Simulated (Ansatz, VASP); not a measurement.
**Ti4Ga in VASP and in Ansatz**

```
Ti Ga
1.0
    -2.79181    2.79181    2.79181
     2.79181   -2.79181    2.79181
     2.79181    2.79181   -2.79181
Ti Ga
4 1
Cartesian
  1.2255 1.2255 1.2255
  1.5663 1.5663 -1.5663
  1.5663 -1.5663 1.5663
  -1.5663 1.5663 1.5663
  0.0000 0.0000 0.0000
```

Alike in both runs: task single point; functional PBE; k mesh 4 × 4 × 4; occupations gaussian, width 0.1 eV; no spin polarisation.

|  | VASP | Ansatz |
| --- | --- | --- |
| version | VASP 6.6.1 | Ansatz 0.2.0 |
| potentials or method | VASP PAW PBE potentials, release 64 (Ti_sv, Ga_d), cutoff 520 eV | scalar-relativistic, plane waves, PAW |
| valence electrons in the cell | 61 | 61 |

```tsv
	VASP	Ansatz	Ansatz less VASP
gap on the k mesh at the Fermi level (eV)	none	none	-
pressure (GPa)	25.1	24.6	-0.44
rms of the force components (eV/Å)	2.817	2.763	-0.0542
```

Atom by atom the forces differ by 0.054 eV/Å (rms over components). A gap of «none» marks a metal or a gap that the smearing closes. The functional is the same, so the differences come from potentials, cutoffs and numerics.

The k mesh is coarse, so the values compare programs but aren't converged.
